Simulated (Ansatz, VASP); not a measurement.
# One calculation of ZrO2, two programs

```xyz
3
Lattice="0.0000 2.5447 2.5447 2.5447 0.0000 2.5447 2.5447 2.5447 0.0000" Properties=species:S:1:pos:R:3 pbc="T T T"
Zr    0.0000    0.0000    0.0000
O     3.8171    3.8171    3.8171
O     1.2724    1.2724    1.2724
```

Alike in both runs: task single point; functional r2SCAN; k mesh 8 × 8 × 8; no spin polarisation.

|  | VASP | Ansatz |
| --- | --- | --- |
| version | VASP 6.6.1 | Ansatz 0.2.0 |
| potentials or method | VASP PAW PBE potentials, release 64 (Zr_sv, O) | plane waves, PAW |
| plane-wave cutoff (eV) | 660 | 500 |
| occupations | gaussian, width 0.01 eV | fixed |
| valence electrons in the cell | 24 | 24 |

```csv
,VASP,Ansatz,Ansatz less VASP
gap on the k mesh at the Fermi level (eV),3.87,3.89,+0.013
pressure (GPa),0.0,0.0,-0.01
```

VASP's potentials were made for PBE, not for r2SCAN.
